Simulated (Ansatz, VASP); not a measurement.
# ZnO in VASP and in Ansatz

```xyz
2
Lattice="2.8481 0.0000 0.0000 0.0000 2.8481 0.0000 0.0000 0.0000 4.1863" Properties=species:S:1:pos:R:3 pbc="T T T"
Zn    0.0000    0.0000    2.0931
O     1.4240    1.4240    2.0931
```

Alike in both runs: task single point; functional PBE; k mesh 6 × 6 × 4; occupations gaussian, width 0.1 eV; collinear spin.

|  | VASP | Ansatz |
| --- | --- | --- |
| version | VASP 6.6.1 | Ansatz 0.2.0 |
| potentials or method | VASP PAW PBE potentials, release 64 (Zn, O), cutoff 520 eV | scalar-relativistic, plane waves, PAW |
| valence electrons in the cell | 18 | 18 |

|  | VASP | Ansatz | Ansatz less VASP |
| --- | --- | --- | --- |
| gap on the k mesh at the Fermi level (eV) | none | none | - |
| pressure (GPa) | 0.8 | 0.1 | -0.70 |
| traceless stress, the component that is largest in VASP (GPa) | -0.60 | 0.22 | +0.819 |
| net moment per atom (μB) | 0.00 | 0.00 | 0.000 |

A gap of «none» marks a metal or a gap that the smearing closes. Ansatz's warnings: seeded moment not kept.

The k mesh is coarse, so the values compare programs but aren't converged.
